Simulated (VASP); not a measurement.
A run of VASP 6.6.1 is set up as follows.

INCAR

```
PREC     = Accurate       # precision mode
ENCUT    = 520            # plane-wave cutoff, eV
EDIFF    = 1E-6           # SCF threshold, eV
ISMEAR   = 1              # smearing method
SIGMA    = 0.025          # smearing width, eV
LREAL    = F              # projectors in reciprocal space
LASPH    = T              # aspherical terms in the spheres
NELM     = 150            # most SCF steps
ALGO     = Fast           # electronic algorithm
ISIF     = 2              # what is computed and relaxed
LWAVE    = F              # write WAVECAR
LCHARG   = F              # write CHGCAR
ISPIN    = 2              # spin polarisation
MAGMOM   = 0.5            # initial moments
LORBIT   = 11             # projections on sites
GGA      = PE             # functional
IVDW     = 12             # dispersion correction
NBANDS   = 16             # bands
```

File KPOINTS:

```
regular mesh
0
Gamma
  12 12 12
```

POSCAR

```
Zn
1.0
   -1.5370068493      1.5370068493      1.5370068493
    1.5370068493     -1.5370068493      1.5370068493
    1.5370068493      1.5370068493     -1.5370068493
Zn
1
Direct
    0.0000000000      0.0000000000      0.0000000000
```

Potentials or basis: VASP PAW PBE potentials, release 64 (Zn).

Run with:

```bash
$ cat potpaw_PBE.64/Zn/POTCAR > POTCAR
$ mpirun -np 1 vasp_std > vasp.out
```

Question: Estimate the band gap on the k mesh.

Answer: Zero (filled and empty bands overlap).

Question: Predict the site moments.

Answer: Zn -0.02 μB.

Question: What does it give for the dispersion energy per atom?

Answer: -0.421 eV.

Question: What does it give for the net moment?

Answer: -0.03 μB per cell.

Caveat: three body term missing.
